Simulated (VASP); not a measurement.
# GdO (P-6m2) in VASP: further runs

Runs on GdO. Level: PBE. Tasks: single point.

Program: VASP 6.6.1. These are calculated values, not measurements. Logs are shortened: lines on timing, memory, paths and dates and some standing lists are left out, and cuts for length are marked.

**1. The cell of the first run**

Symmetry: P-6m2, No. 187, hexagonal system. The conventional cell has a = 3.050 Å, b = 3.050 Å, c = 2.976 Å, α = 90.00°, β = 90.00°, γ = 120.00°. Within 3.0 Å of Gd (site symmetry -6m2) lie 6 O at 2.31 Å and 2 Gd at 2.98 Å. Within 3.0 Å of O (site symmetry -6m2) lie 6 Gd at 2.31 Å and 2 O at 2.98 Å.

**2. Single point, PBE, collinear spin, ferromagnetic start**

Contents of INCAR:

```
SYSTEM = GdO
ALGO = Normal ; EDIFF = 1E-7
ENCUT = 520 ; GGA = PE
ISIF = 2 ; ISMEAR = -1
ISPIN = 2 ; LASPH = .True.
LCHARG = .False. ; LMAXMIX = 6
LORBIT = 11 ; LREAL = .False.
LWAVE = .False. ; MAGMOM = 7 0
NBANDS = 23 ; NELM = 150
PREC = Accurate ; SIGMA = 0.05
```

Contents of KPOINTS:

```
k-points
0
Gamma
  10 10 9
  0 0 0
```

Contents of POSCAR:

```
GdO
1.0
    3.0497450208      0.0000000000      0.0000000000
   -1.5248725104      2.6411566574      0.0000000000
    0.0000000000      0.0000000000      2.9764000391
Gd O
1 1
Direct
    0.0000000000      0.0000000000      0.0000000000
    0.6666666667      0.3333333333      0.5000000000
```

Potentials or basis: VASP PAW PBE potentials, release 64 (Gd, O).

On the command line:

```
> cat potpaw_PBE.64/Gd/POTCAR potpaw_PBE.64/O/POTCAR > POTCAR
> mpirun -np 1 vasp_std > vasp.out
```

OUTCAR:

```text
SYSTEM = GdO
   EDIFF = 1E-7
   ENCUT = 520
   GGA = PE
   ISIF = 2
   ISMEAR = -1
   ISPIN = 2
   LASPH = .True.
   LORBIT = 11
   LREAL = .False.
   NELM = 150
   PREC = Accurate

 ion  position               nearest neighbor table
   1  0.000  0.000  0.000-   2 2.31   2 2.31   2 2.31   2 2.31   2 2.31   2 2.31
   2  0.667  0.333  0.500-   1 2.31   1 2.31   1 2.31   1 2.31   1 2.31   1 2.31

  LATTYP: Found a hexagonal cell.
 ALAT       =     3.0497450208
 C/A-ratio  =     0.9759504545

  Lattice vectors:

 A1 = (   3.0497450208,   0.0000000000,   0.0000000000)
 A2 = (  -1.5248725104,   2.6411566574,   0.0000000000)
 A3 = (   0.0000000000,   0.0000000000,   2.9764000391)

Analysis of symmetry for initial positions (statically):
=====================================================================
 Subroutine PRICEL returns:
 Original cell was already a primitive cell.

 Routine SETGRP: Setting up the symmetry group for a
 hexagonal supercell.

 Subroutine GETGRP returns: Found 12 space group operations
 (whereof 12 operations were pure point group operations)
 out of a pool of 24 trial point group operations.

The static configuration has the point symmetry D_3h.

Analysis of symmetry for dynamics (positions and initial velocities):
=====================================================================
 Subroutine PRICEL returns:
 Original cell was already a primitive cell.

 Routine SETGRP: Setting up the symmetry group for a
 hexagonal supercell.

 Subroutine GETGRP returns: Found 12 space group operations
 (whereof 12 operations were pure point group operations)
 out of a pool of 24 trial point group operations.

The dynamic configuration has the point symmetry D_3h.

Analysis of structural, dynamic, and magnetic symmetry:
=====================================================================
 Subroutine PRICEL returns:
 Original cell was already a primitive cell.

 Routine SETGRP: Setting up the symmetry group for a
 hexagonal supercell.

 Subroutine GETGRP returns: Found 12 space group operations
 (whereof 12 operations were pure point group operations)
 out of a pool of 24 trial point group operations.

The overall configuration has the point symmetry D_3h.

 Subroutine INISYM returns: Found 12 space group operations
 (whereof 12 operations are pure point group operations),
 and found     1 'primitive' translations

----------------------------------------------------------------------------------------

                                     Primitive cell

  volume of cell :      23.9745

  direct lattice vectors                    reciprocal lattice vectors
     3.049745021  0.000000000  0.000000000     0.327896265  0.189310997  0.000000000
    -1.524872510  2.641156657  0.000000000     0.000000000  0.378621994  0.000000000
     0.000000000  0.000000000  2.976400039     0.000000000  0.000000000  0.335976343

  length of vectors
     3.049745021  3.049745016  2.976400039     0.378621993  0.378621994  0.335976343

  position of ions in fractional coordinates (direct lattice)
     0.000000000  0.000000000  0.000000000
     0.666666667  0.333333333  0.500000000

  ion indices of the primitive-cell ions
   primitive index   ion index
                 1           1
                 2           2

----------------------------------------------------------------------------------------

 KPOINTS: k-points

Automatic generation of k-mesh.
 Grid dimensions read from file:
 generate k-points for:   10   10    9

 Generating k-lattice:

  Cartesian coordinates                     Fractional coordinates (reciprocal lattice)
     0.032789626  0.018931100  0.000000000     0.100000000  0.000000000  0.000000000
     0.000000000  0.037862199  0.000000000     0.000000000  0.100000000  0.000000000
     0.000000000  0.000000000  0.037330705     0.000000000  0.000000000  0.111111111

  Length of vectors
     0.037862199  0.037862199  0.037330705

  Shift w.r.t. Gamma in fractional coordinates (k-lattice)
     0.000000000  0.000000000  0.000000000

 Subroutine IBZKPT returns following result:
 ===========================================

 Found     70 irreducible k-points:

 Following reciprocal coordinates:
            Coordinates               Weight
  0.000000  0.000000  0.000000      1.000000
  0.100000  0.000000  0.000000      6.000000
  0.200000  0.000000  0.000000      6.000000
  0.300000  0.000000  0.000000      6.000000
  0.400000  0.000000  0.000000      6.000000
  0.500000  0.000000  0.000000      3.000000
[... 16 lines left out ...]
  0.300000  0.100000  0.111111     24.000000
  0.400000  0.100000  0.111111     24.000000
 [... further k-points ...]
   k-points           NKPTS =     70   k-points in BZ     NKDIM =     70   number of bands    NBANDS=     23
   number of dos      NEDOS =    301   number of ions     NIONS =      2
   total plane-waves  NPLWV =  13824
   dimension x,y,z NGX =    24 NGY =   24 NGZ =   24
   dimension x,y,z NGXF=    48 NGYF=   48 NGZF=   48
   ions per type =               1   1
   NGX,Y,Z   is equivalent  to a cutoff of  13.08, 13.08, 13.41 a.u.
   NGXF,Y,Z  is equivalent  to a cutoff of  26.17, 26.17, 26.81 a.u.
 SYSTEM =  GdO
   PREC   = accura    normal or accurate (medium, high low for compatibility)
   ISTART =      0    job   : 0-new  1-cont  2-samecut
   ICHARG =      2    charge: 1-file 2-atom 10-const
   ISPIN  =      2    spin polarized calculation?
   LNONCOLLINEAR =      F non collinear calculations
   LSORBIT =      F    spin-orbit coupling
   LASPH  =      T    aspherical Exc in radial PAW
   ENCUT  =  520.0 eV  38.22 Ry    6.18 a.u.   5.67  5.67  5.53*2*pi/ulx,y,z
   NELM   =    150;   NELMIN=  2; NELMDL= -5     # of ELM steps
   EDIFF  = 0.1E-06   stopping-criterion for ELM
   LREAL  =      F    real-space projection
   EDIFFG = 0.1E-05   stopping-criterion for IOM
   NSW    =      0    number of steps for IOM
   IBRION =     -1    ionic relax: 0-MD 1-quasi-New 2-CG
   NFREE  =      0    steps in history (QN), initial steepest desc. (CG)
   ISIF   =      2    stress and relaxation
   ISYM   =      2    0-nonsym 1-usesym 2-fastsym
   POTIM  = 0.5000    time-step for ionic-motion
   TEBEG  =    0.0;   TEEND  =   0.0 temperature during run
   PSTRESS=    0.0 pullay stress
   NELECT =      24.0000    total number of electrons
   NUPDOWN=      -1.0000    fix difference up-down
   EMIN   =  10.00;   EMAX   =-10.00  energy-range for DOS
   EFERMI =   0.00;   METHOD = LEGACY
   ISMEAR =    -1;   SIGMA  =   0.05  broadening in eV -4-tet -1-fermi 0-gaus
   EFERMI_NEDOS =   21; number of points for ismear=-14 and -15
   IALGO  =     38    algorithm
   IMIX   =      4    mixing-type and parameters
     AMIX     =   0.40;   BMIX     =  1.00
     AMIX_MAG =   1.60;   BMIX_MAG =  1.00
  volume/ion in A,a.u.               =      11.99        80.89
  Fermi-wavevector in a.u.,A,eV,Ry     =   1.637680  3.094766 36.490746  2.681994
  Thomas-Fermi vector in A             =   2.728779
   LORBIT       =     11    0 simple, 1 ext, 2 COOP (PROOUT), +10 PAW based schemes
   GGA     = PE    functional components
   LHFCALC =     F    Hartree Fock is set to
   AEXX    =    0.0000 exact exchange contribution
   IVDW    =     0    specifies the selected vdW correction
   LEPSILON=     F    determine dielectric tensor
   LRPA    =     F    only Hartree local field effects (RPA)
 spin polarized calculation
  energy-cutoff  :      520.00
  volume of cell :       23.97
 maximum number of plane-waves:       656
 NGX is ok and might be reduce to    24
   NGX = 11   NGY = 11   NGZ = 11

 number of electron      23.9999997 magnetization       6.9719363

 Free energy of the ion-electron system (eV)
  ---------------------------------------------------
  ext. energy  EPLUGINS =         0.00000000
  ---------------------------------------------------
  free energy    TOTEN  =       -20.89311899 eV

  energy without entropy =      -20.88055407  energy(sigma->0) =      -20.88683653

 E-fermi :   7.6236     XC(G=0): -12.9724

 val. band max:        7.6204744908   @ k =   0.3000   0.0000   0.3333
 cond. band min:       7.6259852152   @ k =   0.0000   0.0000   0.4444
 fundamental gap:      0.0055107245
 Fermi energy:         7.6235800227

 spin component 1

 k-point     1 :       0.0000    0.0000    0.0000
  band No.  band energies     occupation
      1     -37.6484      1.00000
      2     -14.3691      1.00000
      3     -14.0497      1.00000
      4     -14.0497      1.00000
      5     -13.2223      1.00000
      6       1.7078      1.00000
[... 15 lines left out ...]
     22      20.6070      0.00000
     23      24.7813      0.00000
[... 575 lines left out ...]
      1     -37.2597      1.00000
      2     -17.3624      1.00000
      3     -14.8754      1.00000
      4     -14.2037      1.00000
      5     -11.1017      1.00000
      6      -0.0475      1.00000
[... 15 lines left out ...]
     22      21.4239      0.00000
     23      23.2010      0.00000

 [... further k-points ...]

 spin component 2

 k-point     1 :       0.0000    0.0000    0.0000
  band No.  band energies     occupation
      1     -34.6757      1.00000
      2     -13.0995      1.00000
      3     -12.1836      1.00000
      4     -11.8115      1.00000
      5     -11.8115      1.00000
      6       1.9829      1.00000
[... 15 lines left out ...]
     22      21.5732      0.00000
     23      25.5602      0.00000
[... 575 lines left out ...]
      1     -34.1971      1.00000
      2     -16.1218      1.00000
      3     -12.8427      1.00000
      4     -11.9918      1.00000
      5     -10.2119      1.00000
      6       0.2653      1.00000
[... 15 lines left out ...]
     22      22.4897      0.00000
     23      24.2979      0.00000

 [... further k-points ...]
[... 5 lines left out ...]
  --------------------------------------------------------------------------------------
  -------------------------------------------------------------------------------------
  Total        7.2195576      7.2195576      7.2664097      0.0000000      0.0000000     -0.0000000
  in kB      482.4720655    482.4720635    485.6031177      0.0000000      0.0000000     -0.0000000
  external PRESSURE =     483.5157489 kB  Pullay stress =       0.0000000 kB

 VOLUME and BASIS-vectors are now :
 -----------------------------------------------------------------------------
  energy-cutoff  :      520.00
  volume of cell :       23.97
      direct lattice vectors                 reciprocal lattice vectors
     3.049745021  0.000000000  0.000000000     0.327896265  0.189310997  0.000000000
    -1.524872510  2.641156657  0.000000000     0.000000000  0.378621994  0.000000000
     0.000000000  0.000000000  2.976400039     0.000000000  0.000000000  0.335976343

 POSITION                                       TOTAL-FORCE (eV/Angst)
 -----------------------------------------------------------------------------------
      0.00000      0.00000      0.00000         0.000000      0.000000      0.000000
      1.52487      0.88039      1.48820         0.000000     -0.000000      0.000000
 -----------------------------------------------------------------------------------
    total drift:                               -0.000000     -0.000000      0.000000

  FREE ENERGIE OF THE ION-ELECTRON SYSTEM (eV)
  ---------------------------------------------------
  free  energy   TOTEN  =       -20.8931189902 eV

  energy  without entropy=      -20.8805540660  energy(sigma->0) =      -20.88683653

 total charge

# of ion       s       p       d       f       tot
--------------------------------------------------
    1        2.038   5.646   0.801   7.103  15.587
    2        1.568   3.525   0.000   0.000   5.093
--------------------------------------------------
tot          3.605   9.171   0.801   7.103  20.681

 magnetization (x)

# of ion       s       p       d       f       tot
--------------------------------------------------
    1       -0.004  -0.068   0.110   6.682   6.720
    2       -0.002  -0.012   0.000   0.000  -0.014
--------------------------------------------------
tot         -0.007  -0.080   0.110   6.682   6.705
```

It took 2.1 min on 1 thread of AMD EPYC 7R43 (Zen 3), shared host; peak memory 0.16 GiB.

What came out:

```
Free energy                                           : -20.8931 eV
Pressure                                              : 48.4 GPa
Net moment                                            : 6.97 μB per cell
Site moments                                          : Gd +6.72; O -0.01 μB
Valence electrons inside the program's atomic spheres : Gd 15.59; O 5.09
```

Stress tensor (GPa, compression positive):
```
48.25  0.00  0.00
 0.00 48.25  0.00
 0.00  0.00 48.56
```

Caveat: spin-orbit coupling is left out, which moves the levels of the heavy elements; a cell with one magnetic atom can't hold antiferromagnetic order, which such compounds often take; without U or exact exchange the open f shell lies at the Fermi level, which spoils levels, moments and volumes. With open d or f shells a metallic result of PBE can be an artefact of self-interaction; +U or a hybrid may open a gap.

**3. Single point, PBE, collinear spin, ferromagnetic start**

This run uses another cell than the first one, of 12.24 Å³/atom, 1.021 times its volume.

Contents of INCAR:

```
PREC     = Accurate       # precision mode
ENCUT    = 520            # plane-wave cutoff, eV
EDIFF    = 1E-6           # SCF threshold, eV
ISMEAR   = -1             # smearing method
SIGMA    = 0.05           # smearing width, eV
LREAL    = False          # projectors in reciprocal space
LASPH    = True           # aspherical terms in the spheres
NELM     = 150            # most SCF steps
ALGO     = Normal         # electronic algorithm
ISIF     = 2              # what is computed and relaxed
LWAVE    = False          # write WAVECAR
LCHARG   = False          # write CHGCAR
ISPIN    = 2              # spin polarisation
MAGMOM   = 7 0            # initial moments
LORBIT   = 11             # projections on sites
LMAXMIX  = 6              # l up to which the mixer works
GGA      = PE             # functional
NBANDS   = 23             # bands
```

Contents of KPOINTS:

```
regular mesh
0
Gamma
  10 10 9
```

Contents of POSCAR:

```
GdO
1.0
    3.0712228061      0.0000000000      0.0000000000
   -1.5356114030      2.6597569650      0.0000000000
    0.0000000000      0.0000000000      2.9973612934
Gd O
1 1
Direct
    0.0000000000      0.0000000000      0.0000000000
    0.6666666667      0.3333333333      0.5000000000
```

Potentials or basis: VASP PAW PBE potentials, release 64 (Gd, O).

On the command line:

```
> cat potpaw_PBE.64/Gd/POTCAR potpaw_PBE.64/O/POTCAR > POTCAR
> mpirun -np 1 vasp_std > vasp.out
```

It took 2 min on 1 thread of AMD EPYC 7R43 (Zen 3), shared host; peak memory 0.16 GiB.

Results (log left out):

* Free energy: -21.0377 eV
* Pressure: 42.0 GPa
* Net moment: 7.01 μB per cell
* Site moments: Gd +6.74; O -0.01 μB
* Valence electrons inside the program's atomic spheres: Gd 15.56; O 5.08

Stress tensor (GPa, compression positive):
```
42.26  0.00  0.00
 0.00 42.26  0.00
 0.00  0.00 41.47
```

Levels at points of the mesh, in eV from the Fermi level:
Spin up:
```tsv
k point	band 14	band 15	band 16	band 17	band 18	band 19
(0.00, 0.00, 0.00)	-3.99	-3.25	-2.73	1.21	3.81	3.81
(0.50, 0.00, 0.00)	-3.95	-3.35	-2.19	3.82	5.75	5.76
```
Spin down:
```tsv
k point	band 5	band 6	band 7	band 8	band 9	band 10	band 11	band 12	band 13	band 14
(0.00, 0.00, 0.00)	-19.49	-5.55	-5.55	-4.53	-1.83	-0.28	0.98	0.98	0.98	0.98
(0.50, 0.00, 0.00)	-18.00	-7.22	-6.23	-4.79	-1.41	0.72	0.77	1.02	1.10	1.22
```

Caveat: spin-orbit coupling is left out, which moves the levels of the heavy elements; a cell with one magnetic atom can't hold antiferromagnetic order, which such compounds often take; without U or exact exchange the open f shell lies at the Fermi level, which spoils levels, moments and volumes.

**4. Single point, PBE, collinear spin, ferromagnetic start**

This run uses another cell than the first one, of 12.50 Å³/atom, 1.043 times its volume.

Contents of INCAR:

```
SYSTEM = GdO
PREC = Accurate
ENCUT = 520
EDIFF = 1E-7
ISMEAR = -1
SIGMA = 0.05
LREAL = .FALSE.
LASPH = .TRUE.
NELM = 150
ALGO = Normal
ISIF = 2
LWAVE = .FALSE.
LCHARG = .FALSE.
ISPIN = 2
MAGMOM = 7 0
LORBIT = 11
LMAXMIX = 6
GGA = PE
NBANDS = 23
```

Contents of KPOINTS:

```
regular mesh
0
G
  10 10 9
  0 0 0
```

Contents of POSCAR:

```
GdO
1.0
    3.0924043224      0.0000000000      0.0000000000
   -1.5462021612      2.6781006961      0.0000000000
    0.0000000000      0.0000000000      3.0180334038
Gd O
1 1
Direct
    0.0000000000      0.0000000000      0.0000000000
    0.6666666667      0.3333333333      0.5000000000
```

On the command line:

```
> cat potpaw_PBE.64/Gd/POTCAR potpaw_PBE.64/O/POTCAR > POTCAR
> mpirun -np 1 vasp_std > vasp.out
```

It took 2.6 min on 1 thread of AMD EPYC 7R43 (Zen 3), shared host; peak memory 0.17 GiB.

Results (log left out):

```
Free energy                                           : -21.1637 eV
Pressure                                              : 36.6 GPa
Net moment                                            : 7.08 μB per cell
Site moments                                          : Gd +6.78; O -0.02 μB
Valence electrons inside the program's atomic spheres : Gd 15.53; O 5.07
```

Stress tensor (GPa, compression positive):
```
37.09  0.00  0.00
 0.00 37.09  0.00
 0.00  0.00 35.52
```

Levels at points of the mesh, in eV from the Fermi level:
Spin up:
| k point | band 13 | band 14 | band 15 | band 16 | band 17 | band 18 | band 19 | band 20 |
| --- | --- | --- | --- | --- | --- | --- | --- | --- |
| (0.00, 0.00, 0.00) | -4.12 | -4.07 | -3.32 | -2.71 | 1.04 | 3.70 | 3.70 | 6.93 |
| (0.50, 0.00, 0.00) | -4.10 | -4.01 | -3.41 | -2.17 | 3.71 | 5.62 | 5.64 | 7.89 |
Spin down:
| k point | band 5 | band 6 | band 7 | band 8 | band 9 | band 10 | band 11 | band 12 | band 13 | band 14 |
| --- | --- | --- | --- | --- | --- | --- | --- | --- | --- | --- |
| (0.00, 0.00, 0.00) | -19.54 | -5.47 | -5.47 | -4.51 | -1.73 | -0.27 | 0.93 | 0.93 | 0.93 | 0.93 |
| (0.50, 0.00, 0.00) | -18.01 | -7.14 | -6.12 | -4.75 | -1.32 | 0.68 | 0.73 | 0.98 | 1.04 | 1.16 |

Caveat: spin-orbit coupling is left out, which moves the levels of the heavy elements; a cell with one magnetic atom can't hold antiferromagnetic order, which such compounds often take; without U or exact exchange the open f shell lies at the Fermi level, which spoils levels, moments and volumes. With open d or f shells a metallic result of PBE can be an artefact of self-interaction; +U or a hybrid may open a gap.

**5. Overview**

```csv
cell,gap on the mesh (eV),pressure (GPa),moment (μB)
"a = 3.050, b = 3.050, c = 2.976 Å, angles 90.0, 90.0, 120.0°, 2 atoms",none,48.4,6.97
"a = 3.071, b = 3.071, c = 2.997 Å, angles 90.0, 90.0, 120.0°, 2 atoms",none,42.0,7.01
"a = 3.092, b = 3.092, c = 3.018 Å, angles 90.0, 90.0, 120.0°, 2 atoms",none,36.6,7.08
```

Alike in all rows: task single point; level PBE; potentials or basis VASP PAW PBE potentials, release 64 (Gd, O); spin collinear, ferromagnetic start; k mesh 10 × 10 × 9; cutoff (eV) 520; smearing fermi-dirac 0.05 eV.

Caveats: spin-orbit coupling is left out, which moves the levels of the heavy elements; a cell with one magnetic atom can't hold antiferromagnetic order, which such compounds often take; without U or exact exchange the open f shell lies at the Fermi level, which spoils levels, moments and volumes.

Absolute energies hang on the potentials; compare differences alone.
